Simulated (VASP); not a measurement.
Runs of VASP 6.6.1 on Al3Cu2. The structure is that of space group P-3m1 (No. 164), or close to it. The cells are those of the table. 

| cell | further INCAR settings | gap on the mesh (eV) | pressure (GPa) | largest force (eV/Å) |
| --- | --- | --- | --- | --- |
| a = 4.140, b = 4.140, c = 4.952 Å, angles 90.0, 90.0, 120.0°, 5 atoms | ALGO = Fast; EDIFF = 1e-06; NBANDS = 24 | none | -1.0 | 0.05 |
| a = 4.099, b = 4.099, c = 4.982 Å, angles 90.0, 90.0, 120.0°, 5 atoms | ALGO = Fast; EDIFF = 1e-07; NBANDS = 24 | none | 0.4 | - |
| a = 4.222, b = 4.222, c = 4.922 Å, angles 90.0, 90.0, 120.0°, 5 atoms | ALGO = Fast; EDIFF = 1e-06; NBANDS = 24 | none | (b) | - |
| a = 3.970, b = 3.970, c = 4.833 Å, angles 90.0, 90.0, 120.0°, 5 atoms | ALGO = Fast; EDIFF = 1e-07; NBANDS = 24 | none | 13.6 | - |
| a = 4.013, b = 4.013, c = 4.884 Å, angles 90.0, 90.0, 120.0°, 5 atoms | ALGO = Fast; EDIFF = 1e-06; NBANDS = 24 | none | (d) | - |
| a = 4.058, b = 4.058, c = 4.932 Å, angles 90.0, 90.0, 120.0°, 5 atoms | ALGO = Fast; EDIFF = 1e-06; NBANDS = 24 | none | 3.9 | 0.01 |
| a = 4.017, b = 4.017, c = 4.882 Å, angles 90.0, 90.0, 120.0°, 5 atoms | ALGO = Fast; EDIFF = 1e-07; NBANDS = 24 | none | (c) | - |
| a = 4.017, b = 4.017, c = 5.042 Å, angles 90.0, 90.0, 120.0°, 5 atoms | ALGO = Fast; EDIFF = 1e-07; NBANDS = 24 | none | 3.8 | 0.06 |
| a = 4.058, b = 4.058, c = 5.012 Å, angles 90.0, 90.0, 120.0°, 5 atoms | ALGO = Fast; EDIFF = 1e-06; NBANDS = 24 | none | 2.0 | 0.05 |
| a = 3.976, b = 3.976, c = 4.833 Å, angles 90.0, 90.0, 120.0°, 5 atoms | ALGO = Fast; EDIFF = 1e-07; NBANDS = 24 | none | 13.1 | - |
| a = 3.925, b = 3.925, c = 4.781 Å, angles 90.0, 90.0, 120.0°, 5 atoms | ALGO = Fast; EDIFF = 1e-06; NBANDS = 24 | none | (a) | - |

Alike in all rows: task single point; level PBEsol; potentials or basis VASP PAW PBE potentials, release 64 (Al, Cu); no spin polarisation; k mesh 12 × 12 × 8; cutoff (eV) 520; smearing gaussian 0.1 eV.

**Question.** Fill in the values left out.

**Answer.** (a) 20.1; (b) -5.4; (c) 8.2; (d) 6.4.

Caveats: the PAW data sets were made with another functional, which shifts forces and pressure a little.

A gap of «none» marks levels without a gap at the run's occupations.
